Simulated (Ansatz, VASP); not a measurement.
**Two plane-wave programs on Sb**

```
Sb
1.0
     0.00000    2.25796    2.25796
     2.25796    0.00000    2.25796
     2.25796    2.25796    0.00000
Sb
1
Direct
  0.00000 0.00000 0.00000
```

Alike in both runs: task single point; functional PBEsol; k mesh 13 × 13 × 13; occupations fermi-dirac, width 0.1 eV; no spin polarisation.

|  | VASP | Ansatz |
| --- | --- | --- |
| version | VASP 6.6.1 | Ansatz 0.2.0 |
| potentials or method | VASP PAW PBE potentials, release 64 (Sb), cutoff 520 eV | plane waves (420 eV) with PAW, scalar-relativistic |
| valence electrons in the cell | 5 | 15 |

|  | VASP | Ansatz | Ansatz less VASP |
| --- | --- | --- | --- |
| pressure (GPa) | 11.6 | 11.5 | -0.13 |

VASP's potentials were made for PBE, not for PBEsol, and Ansatz warns of the same on its side. VASP's potentials hold 5 valence electrons a cell and Ansatz's 15, so a difference there can come from the potentials and not from the codes.

Spin-orbit coupling is off throughout.
